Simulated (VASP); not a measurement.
SiC3:

```xyz
4
Lattice="2.6566 0.0000 0.0000 -1.3283 2.3007 0.0000 0.0000 0.0000 8.7758" Properties=species:S:1:pos:R:3 pbc="T T T"
Si    1.3283    0.7669    4.3879
C     0.0000    1.5338    6.5818
C     0.0000    1.5338    2.1939
C     1.3283    0.7669    0.0000
```

* Program: VASP 6.6.1
* Task: relaxation of cell and atoms
* Functional: PBE
* Potentials or basis: VASP PAW PBE potentials, release 64 (Si, C)
* Cutoff: 600 eV
* k mesh: 6 × 6 × 2
* Occupations: gaussian, width 0.1 eV
* Spin: no spin polarisation

At the start: pressure -23.4 GPa; volume 13.41 Å³/atom.

Question: Where does the relaxation end?

Answer: Over 19 steps the energy falls by 1769.4 meV/atom and the volume is 7.57 Å³/atom (-43.5 %); space group P-6m2 (No. 187, to 0.1 Å) before and after.

The path:
```
step  energy change (eV)  largest force (eV/Å)  pressure (GPa)  volume (Å³)
   1              0.0000                0.1060          -23.44        53.64
   2             -1.8726                0.5107          -12.98        39.78
   3             -2.1434                0.7483           -1.09        35.35
   4             -2.1519                0.8187            2.86        34.40
   5             -2.1517                0.7948            1.43        34.73
   6             -2.4918                0.7105            3.34        34.17
   7             -4.6866                2.3387           -4.26        31.95
   8             -3.8713                5.7943           93.74        24.75
   9             -6.3869                1.2456            4.02        29.71
  10             -6.7190                1.6055           27.18        27.42
  11             -6.9055                0.1315           14.99        28.39
  12             -6.9266                0.3639           18.14        28.11
  13             -6.8260                1.7750            3.14        29.88
  14             -6.9779                0.9282           12.40        28.72
  15             -7.0644                0.3445           -0.37        30.20
  16             -7.0647                0.3156           -1.05        30.29
  17             -7.0732                0.2092           -0.54        30.27
  18             -7.0771                0.0675            0.21        30.26
  19             -7.0774                0.0384            0.02        30.28
```

Final structure:
```
Si C
1.0
     2.72793    0.00000    0.00000
    -1.36396    2.36246    0.00000
     0.00000    0.00000    4.69910
Si C
1 3
Direct
  0.66667 0.33333 0.50000
  0.33333 0.66667 0.77675
  0.33333 0.66667 0.22325
  0.66667 0.33333 0.00000
```

Caveat: the k points lie up to 0.67 Å⁻¹ apart in the final cell, too coarse for converged energies and pressures of a metal; the volume moved by over 15 % at a fixed basis, so the end points are rough.
